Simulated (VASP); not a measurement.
Wanted: the native input for a VASP 6.6.1 run.

| Quantity | Value |
| --- | --- |
| Task | single point |
| Functional | LDA |
| Potentials or basis | VASP PAW LDA potentials, release 64 (Al, Cu_sv_GW) |
| Cutoff | 700 eV |
| k mesh | 7 × 7 × 7 |
| Occupations | gaussian, width 0.1 eV |
| Spin | no spin polarisation |
| Dipole correction | no |
| Second run | valence_matched |
| Further INCAR settings | ALGO = Normal; EDIFF = 1e-06; NBANDS = 18 |

The structure of AlCu lies in POSCAR:

```
AlCu
1.0
    2.9279128193      0.0000000000      0.0000000000
    0.0000000000      2.9279128193      0.0000000000
    0.0000000000      0.0000000000      2.9279128193
Al Cu
1 1
Direct
    0.0000000000      0.0000000000      0.0000000000
    0.5000000000      0.5000000000      0.5000000000
```

One way to write it, as run:

INCAR

```
SYSTEM = AlCu
ALGO     = Normal         ! electronic algorithm
EDIFF    = 1E-6           ! SCF threshold, eV
ENCUT    = 700            ! plane-wave cutoff, eV
GGA      = CA             ! functional
GGA_COMPAT= .False.      
ISIF     = 2              ! what is computed and relaxed
ISMEAR   = 0              ! smearing method
LASPH    = .True.         ! aspherical terms in the spheres
LCHARG   = .True.         ! write CHGCAR
LELF     = .True.         ! ELF
LREAL    = .False.        ! projectors in reciprocal space
LVHAR    = .True.       
LWAVE    = .False.        ! write WAVECAR
NBANDS   = 18             ! bands
NELM     = 120            ! most SCF steps
PREC     = Accurate       ! precision mode
SIGMA    = 0.1            ! smearing width, eV
```

KPOINTS

```
k-points
0
Gamma
  7 7 7
  0 0 0
```

Potentials or basis: VASP PAW LDA potentials, release 64 (Al, Cu_sv_GW).

Launch:

```bash
$ cat potpaw_LDA.64/Al/POTCAR potpaw_LDA.64/Cu_sv_GW/POTCAR > POTCAR
$ mpirun -np 1 vasp_std > vasp.out
```

Results of the run:

```
Pressure               : -1.8 GPa
Band gap on the k mesh : zero (band 11 reaches 13.64 eV, above the bottom of band 12 at 9.23 eV)
```

It took 10 s on 1 thread of AMD EPYC 9R45 96-Core Processor (Zen 5), with other jobs on the host, peak memory 0.13 GiB.
